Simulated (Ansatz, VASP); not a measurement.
Given: the input of a run of Ansatz 0.2.0 on CdF2.

Contents of input.yaml:

```yaml
crystal:
  lattice:
    - [0.0, 2.7118415796, 2.7118415796]
    - [2.7118415796, 0.0, 2.7118415796]
    - [2.7118415796, 2.7118415796, 0.0]
  atoms:
    - { symbol: Cd, position: [0.0, 0.0, 0.0] }
    - { symbol: F, position: [0.75, 0.75, 0.75] }
    - { symbol: F, position: [0.25, 0.25, 0.25] }
kpoints:
  mp_grid: { grid: [9, 9, 9] }
scf:
  occupations: { method: fermi_dirac, width: 0.05 }
hamiltonian:
  xc: pbesol
  pseudopotentials: { kind: all_electron, lapw: { basis_error: 0.002 } }
output:
  forces: true
  stress: true
  eigenvalues: true
```

Potentials or basis: all-electron LAPW, scalar-relativistic.

The run is started by

```console
$ ansatz run input.yaml --threads 2 --pin off --max-ram 6144MiB --backend cpu --events-out ev --progress --plain --runs-dir out
```

**Question.** Translate it to VASP 6.6.1. Potentials there: VASP PAW PBE potentials, release 64 (Cd, F).

**Answer.** As run (the cutoff follows the program's own potentials):

Contents of INCAR:

```
SYSTEM = CdF2
ALGO = Normal ; EDIFF = 1E-6
ENCUT = 520 ; GGA = PS
ISIF = 2 ; ISMEAR = -1
LASPH = .TRUE. ; LCHARG = .FALSE.
LREAL = .FALSE. ; LWAVE = .FALSE.
NBANDS = 20 ; NELM = 60
PREC = Accurate ; SIGMA = 0.05
```

KPOINTS

```
k-points
0
G
  9 9 9
  0 0 0
```

File POSCAR:

```
CdF2
1.0
    0.0000000000      2.7118415796      2.7118415796
    2.7118415796      0.0000000000      2.7118415796
    2.7118415796      2.7118415796      0.0000000000
Cd F
1 2
Direct
    0.0000000000      0.0000000000      0.0000000000
    0.7500000000      0.7500000000      0.7500000000
    0.2500000000      0.2500000000      0.2500000000
```

Potentials or basis: VASP PAW PBE potentials, release 64 (Cd, F).

The run is started by

```sh
$ cat potpaw_PBE.64/Cd/POTCAR potpaw_PBE.64/F/POTCAR > POTCAR
$ mpirun -np 1 vasp_std > vasp.out
```

Both were run:

|  | VASP | Ansatz | Ansatz less VASP |
| --- | --- | --- | --- |
| gap on the k mesh at the Fermi level (eV) | 2.87 | 2.89 | +0.024 |
| least direct gap on the mesh (eV) | 3.35 | 3.38 | +0.026 |
| pressure (GPa) | -1.6 | -2.3 | -0.69 |

VASP's potentials were made for PBE, not for PBEsol. Ansatz ran all-electron here, and VASP with PAW potentials.
